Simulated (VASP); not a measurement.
Set up this calculation in VASP 6.6.1, as the native input.

```yaml
Task: single point
Functional: PBEsol
Potentials_or_basis: VASP PAW PBE potentials, release 64 (Te)
Cutoff: 520 eV
k_mesh: 9 × 9 × 6
Occupations: gaussian, width 0.05 eV
Spin: no spin polarisation
Dipole_correction: no
Further_INCAR_settings: ALGO = Normal; EDIFF = 1e-06; NBANDS = 16
```

The structure of Te lies in POSCAR:

```
Te
1.0
    4.5126524460      0.0240578743      0.0444692687
   -2.2354914926      3.8507916878     -0.0234670029
    0.0591492000     -0.0018927744      5.9545499640
Te
3
Direct
    0.2499131540      0.0010983727      0.1642507422
    0.0172247529      0.2925565900      0.8363900103
    0.7328620931      0.7063450373      0.4993592475
```

This cell differs from its parent crystal: atoms moved at random and the cell strained at random.

These files were run (other wordings do the same):

INCAR

```
PREC = Accurate ; ENCUT = 520
EDIFF = 1E-6 ; ISMEAR = 0
SIGMA = 0.05 ; LREAL = F
LASPH = T ; NELM = 100
ALGO = Normal ; ISIF = 2
LWAVE = F ; LCHARG = T
GGA = PS ; LELF = T
LVHAR = T ; NBANDS = 16
```

KPOINTS

```
regular mesh
0
Gamma
  9 9 6
```

Potentials or basis: VASP PAW PBE potentials, release 64 (Te).

Run with:

```sh
$ cat potpaw_PBE.64/Te/POTCAR > POTCAR
$ mpirun -np 1 vasp_std > vasp.out
```

It gave:

The pressure is -1.6 GPa. The largest force is 0.380 eV/Å and the band gap on the k mesh is 0.05 eV (least direct gap 0.18 eV).

Caveat: the cell differs from its parent crystal (atoms moved at random and the cell strained at random); semilocal functionals underestimate gaps, and a narrow one can read as zero; the PAW data sets were made with another functional, which shifts forces and pressure a little; spin-orbit coupling is left out, which moves the levels of the heavy elements.

It took 3.8 min on 1 thread of Intel(R) Xeon(R) Platinum 8488C (Sapphire Rapids), on a shared host, peak memory 0.46 GiB.
